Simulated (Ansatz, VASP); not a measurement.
## One calculation of Bi, two programs

INCAR

```
SYSTEM = Bi
PREC     = Accurate       ! precision mode
ENCUT    = 520            ! plane-wave cutoff, eV
EDIFF    = 1E-6           ! SCF threshold, eV
ISMEAR   = 0              ! smearing method
SIGMA    = 0.02           ! smearing width, eV
LREAL    = .FALSE.        ! projectors in reciprocal space
LASPH    = .TRUE.         ! aspherical terms in the spheres
NELM     = 80             ! most SCF steps
ALGO     = Normal         ! electronic algorithm
ISIF     = 2              ! what is computed and relaxed
LWAVE    = .FALSE.        ! write WAVECAR
LCHARG   = .TRUE.         ! write CHGCAR
LDIPOL   = .TRUE.       
IDIPOL   = 3            
DIPOL    = 0.5 0.5 0.500
GGA      = PE             ! functional
LELF     = .TRUE.         ! ELF
LVHAR    = .TRUE.       
LVACPOTAV= .TRUE.       
NBANDS   = 22             ! bands
```

The input KPOINTS:

```
regular mesh
0
G
  9 9 1
  0 0 0
```

The input POSCAR:

```
Bi
1.0
    4.0700000000      0.0000000000      0.0000000000
   -2.0350000000      3.5247233934      0.0000000000
    0.0000000000      0.0000000000     28.0000000000
Bi
2
Direct
    0.3333333333      0.6666666667      0.5462142857
    0.6666666667      0.3333333333      0.4537857143
```

Input for Ansatz:

```yaml
crystal:
  lattice:
    - [4.07, 0.0, 0.0]
    - [-2.035, 3.5247233934, 0.0]
    - [0.0, 0.0, 28.0]
  atoms:
    - { symbol: Bi, position: [0.3333333333, 0.6666666667, 0.5462142857] }
    - { symbol: Bi, position: [0.6666666667, 0.3333333333, 0.4537857143] }
  periodic: [true, true, false]
basis:
  ecutwfc: 420
kpoints:
  mp_grid: { grid: [9, 9, 1] }
hamiltonian:
  xc: pbe
scf:
  occupations: { method: gaussian, width: 0.02 }
output:
  forces: true
  stress: true
  eigenvalues: true
```

Alike in both runs: task single point; functional PBE; k mesh 9 × 9 × 1; occupations gaussian, width 0.02 eV; no spin polarisation.

|  | VASP | Ansatz |
| --- | --- | --- |
| version | VASP 6.6.1 | Ansatz 0.2.0 |
| potentials or method | VASP PAW PBE potentials, release 64 (Bi_d), cutoff 520 eV | scalar-relativistic, plane waves, PAW |
| valence electrons in the cell | 30 | 30 |

```csv
,VASP,Ansatz,Ansatz less VASP
gap on the k mesh at the Fermi level (eV),none,none,-
rms of the force components (eV/Å),0.811,0.813,+0.0017
"work function, face that differs most (eV)",3.93,3.93,+0.001
```

Atom by atom the forces differ by 0.002 eV/Å (rms over components). A gap of «none» marks a metal or a gap that the smearing closes.

Spin-orbit coupling is off throughout.
